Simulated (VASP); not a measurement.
# AlN: relaxation of the atoms with PBEsol

Crystal: AlN.

```
Al N
1.0
     0.00000    2.19000    2.19000
     2.19000    0.00000    2.19000
     2.19000    2.19000    0.00000
Al N
1 1
Direct
  0.00000 0.00000 0.00000
  0.25000 0.25000 0.25000
```

| Quantity | Value |
| --- | --- |
| Program | VASP 6.6.1 |
| Task | relaxation of the atoms |
| Functional | PBEsol |
| Potentials or basis | VASP PAW PBE potentials, release 64 (Al, N) |
| Cutoff | 520 eV |
| k mesh | 10 × 10 × 10 |
| Occupations | gaussian, width 0.02 eV |
| Spin | no spin polarisation |
| Dipole correction | no |
| Further INCAR settings | ALGO = Normal; EDIFF = 1e-07; IBRION = 2; EDIFFG = -0.004; NSW = 80 |

| Quantity | Value |
| --- | --- |
| Pressure after relaxing | -0.3 GPa |
| Band gap on the k mesh | 3.18 eV (least direct gap 4.06 eV) |

Final structure:
```
Al N
1.0
     0.00000    2.19000    2.19000
     2.19000    0.00000    2.19000
     2.19000    2.19000    0.00000
Al N
1 1
Direct
  0.00000 0.00000 0.00000
  0.25000 0.25000 0.25000
```

Levels at points of the mesh, in eV from the valence-band top:
```
           k point  band 1  band 2  band 3  band 4  band 5  band 6  band 7  band 8
(0.00, 0.00, 0.00)  -14.91    0.00    0.00    0.00    4.06   12.39   12.39   12.39
(0.50, 0.00, 0.00)  -12.85   -5.88   -0.48   -0.48    7.21    9.71   10.98   10.98
(0.50, 0.50, 0.00)  -12.21   -4.92   -1.78   -1.78    3.18    8.43   13.76   15.52
```

Run time: 17 s on 1 thread of Intel Xeon 8259CL (shared host), peak memory 0.1 GiB.

Caveat: the relaxation stopped at its first step, so nothing moved; the PAW data sets were made with another functional, which shifts forces and pressure a little. A k mesh can miss the band edges.
